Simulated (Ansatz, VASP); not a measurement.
## Au: VASP beside Ansatz

Contents of INCAR:

```
SYSTEM = Au
  PREC = Accurate
  ENCUT = 520
  EDIFF = 1E-6
  ISMEAR = 0
  SIGMA = 0.15
  LREAL = .FALSE.
  LASPH = .TRUE.
  NELM = 60
  ALGO = Fast
  ISIF = 2
  LWAVE = .FALSE.
  LCHARG = .TRUE.
  GGA = PS
  LELF = .TRUE.
  LVHAR = .TRUE.
  NBANDS = 12
```

KPOINTS

```
regular mesh
0
G
  26 26 26
  0 0 0
```

POSCAR

```
Au
1.0
   -1.6616002293      1.6616002293      1.7021270641
    1.6616002293     -1.6616002293      1.7021270641
    1.6616002293      1.6616002293     -1.7021270641
Au
1
Direct
    0.0000000000      0.0000000000      0.0000000000
```

Input for Ansatz:

```yaml
crystal:
  lattice:
    - [-1.6616002293, 1.6616002293, 1.7021270641]
    - [1.6616002293, -1.6616002293, 1.7021270641]
    - [1.6616002293, 1.6616002293, -1.7021270641]
  atoms:
    - { symbol: Au, position: [0.0, 0.0, 0.0] }
basis:
  ecutwfc: 420
kpoints:
  mp_grid: { grid: [26, 26, 26] }
hamiltonian:
  xc: pbesol
scf:
  occupations: { method: gaussian, width: 0.15 }
output:
  forces: true
  stress: true
  eigenvalues: true
```

Change from the starting cell: strain +0.025 along x and y, +0.050 along z, atoms carried along.

Alike in both runs: task single point; functional PBEsol; k mesh 26 × 26 × 26; occupations gaussian, width 0.15 eV; no spin polarisation.

```csv
,VASP,Ansatz
version,VASP 6.6.1,Ansatz 0.2.0
potentials or method,"VASP PAW PBE potentials, release 64 (Au), cutoff 520 eV","scalar-relativistic, plane waves, PAW"
valence electrons in the cell,11,19
```

|  | VASP | Ansatz | Ansatz less VASP |
| --- | --- | --- | --- |
| gap on the k mesh at the Fermi level (eV) | none | none | - |
| pressure (GPa) | -12.8 | -12.6 | +0.14 |
| traceless stress, the component that is largest in VASP (GPa) | 0.17 | 0.17 | -0.002 |

VASP's potentials were made for PBE, not for PBEsol. A gap of «none» marks a metal or a gap that the smearing closes. VASP's potentials hold 11 valence electrons a cell and Ansatz's 19, so a difference there can come from the potentials and not from the codes.

Neither program's run includes spin-orbit coupling.
